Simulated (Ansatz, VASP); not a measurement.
# Two plane-wave programs on B

```
CELL_PARAMETERS angstrom
3.56450 0.00000 0.00000
0.00000 3.87434 0.00000
-1.59887 0.00000 3.52470
ATOMIC_POSITIONS crystal
B 0.00000 0.00000 0.00000
B 0.00000 0.50000 0.50000
B 0.42500 0.36000 0.26500
B 0.57500 0.86000 0.23500
B 0.57500 0.64000 0.73500
B 0.42500 0.14000 0.76500
```

Alike in both runs: task single point; functional PBE; k mesh 6 × 6 × 6; occupations gaussian, width 0.1 eV; no spin polarisation.

|  | VASP | Ansatz |
| --- | --- | --- |
| version | VASP 6.6.1 | Ansatz 0.2.0 |
| potentials or method | VASP PAW PBE potentials, release 64 (B), cutoff 520 eV | scalar-relativistic, plane waves, PAW |
| valence electrons in the cell | 18 | 18 |

|  | VASP | Ansatz | Ansatz less VASP |
| --- | --- | --- | --- |
| gap on the k mesh at the Fermi level (eV) | none | none | - |
| rms of the force components (eV/Å) | 0.332 | 0.332 | +0.0004 |

Atom by atom the forces differ by 0.001 eV/Å (rms over components). A gap of «none» marks a metal or a gap that the smearing closes.
